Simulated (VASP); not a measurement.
Crystal: CdS (Greenockite).

```
Cd S
1.0
     4.12215    0.00000    0.00000
    -2.06107    3.56988    0.00000
     0.00000    0.00000    6.69178
Cd S
2 2
Direct
  0.66667 0.33333 0.50000
  0.33333 0.66667 0.00000
  0.66667 0.33333 0.87500
  0.33333 0.66667 0.37500
```

Base run:

- Program: VASP 6.6.1
- Functional: PBE
- Potentials or basis: VASP PAW PBE potentials, release 64 (Cd, S)
- Cutoff: 520 eV
- k mesh: 7 × 7 × 4
- Occupations: fermi-dirac, width 0.05 eV
- Spin: no spin polarisation

Its results: band gap on the k mesh 1.25 eV, direct; pressure 3.8 GPa; largest force 0.073 eV/Å.

**Question.** After a change of settings the same cell gave: band gap on the k mesh 1.11 eV, direct; pressure 0.6 GPa; largest force 0.071 eV/Å. Which change was it?
A. further incar settings from ALGO = Normal; EDIFF = 1e-07; NBANDS = 26 to ALGO = Normal; EDIFF = 1e-06; NBANDS = 26
B. functional from PBE to RPBE; dispersion from none to D4
C. functional from PBE to PBEsol
D. functional from PBE to PBE exchange alone

**Answer.** C.

PBEsol binds more tightly than PBE, so the same cell stands under less pressure.

Caveats: the PAW data sets were made with another functional, which shifts forces and pressure a little (some runs).
